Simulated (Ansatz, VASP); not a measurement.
Zn in VASP and in Ansatz

```
Zn
1.0
    -1.48561    1.50564    1.52566
     1.48561   -1.50564    1.52566
     1.48561    1.50564   -1.52566
Zn
1
Direct
  0.00000 0.00000 0.00000
```

Change from the starting cell: normal strain along x -0.0133, normal strain along z +0.0133.

Alike in both runs: task single point; functional LDA; k mesh 20 × 20 × 20; occupations gaussian, width 0.15 eV; no spin polarisation.

```csv
,VASP,Ansatz
version,VASP 6.6.1,Ansatz 0.2.0
potentials or method,"VASP PAW LDA potentials, release 64 (Zn), cutoff 520 eV","scalar-relativistic, plane waves, PAW"
valence electrons in the cell,12,12
```

VASP gave:

```
gap on the k mesh at the Fermi level (eV)                     : none
pressure (GPa)                                                : 0.7
traceless stress, the component that is largest in VASP (GPa) : 0.68
```

Estimate Ansatz's values.

gap on the k mesh at the Fermi level (eV): none; pressure (GPa): 0.1; traceless stress, the component that is largest in VASP (GPa): 0.71.

LDA's correlation is that of Perdew and Zunger in VASP and of Perdew and Wang (1992) in Ansatz. A gap of «none» marks a metal or a gap that the smearing closes.
